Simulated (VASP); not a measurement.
Write the native input for VASP 6.6.1 that does the following.

```
Task                   : single point
Functional             : PBE
Potentials or basis    : VASP PAW PBE potentials, release 64 (Lu)
Cutoff                 : 520 eV
k mesh                 : 9 × 9 × 12
Occupations            : fermi-dirac, width 0.1 eV
Spin                   : no spin polarisation
Dipole correction      : no
Further INCAR settings : ALGO = Normal; EDIFF = 1e-06; NBANDS = 44
```

The structure of Lu lies in POSCAR:

```
Lu
1.0
    5.4349121248      0.0000000000      0.0000000000
   -2.7174560624      4.7067719674      0.0000000000
    0.0000000000      0.0000000000      3.4104725783
Lu
3
Direct
    1.0000000000      1.0000000000      0.0000000000
    0.3333333333      0.6666666667      0.5000000000
    0.6666666667      0.3333333333      0.5000000000
```

This isn't the form of Lu at room conditions, which is hcp.

The input as run:

INCAR

```
  PREC = Accurate
  ENCUT = 520
  EDIFF = 1E-6
  ISMEAR = -1
  SIGMA = 0.1
  LREAL = False
  LASPH = True
  NELM = 80
  ALGO = Normal
  ISIF = 2
  LWAVE = False
  LCHARG = False
  GGA = PE
  NBANDS = 44
```

KPOINTS

```
regular mesh
0
Gamma
  9 9 12
```

Potentials or basis: VASP PAW PBE potentials, release 64 (Lu).

Launch:

```sh
$ cat potpaw_PBE.64/Lu/POTCAR > POTCAR
$ mpirun -np 1 vasp_std > vasp.out
```

Results of the run:

```json
{"Pressure": "0.2 GPa", "Band gap on the k mesh": "zero (an odd number of electrons rules out a gap without spin polarisation)"}
```

Caveat: spin-orbit coupling is left out, which moves the levels of the heavy elements.

Run time: 6.1 min on 1 thread of Intel(R) Xeon(R) Platinum 8259CL CPU @ 2.50GHz (Skylake/Cascade Lake), on a shared host, peak memory 0.38 GiB.
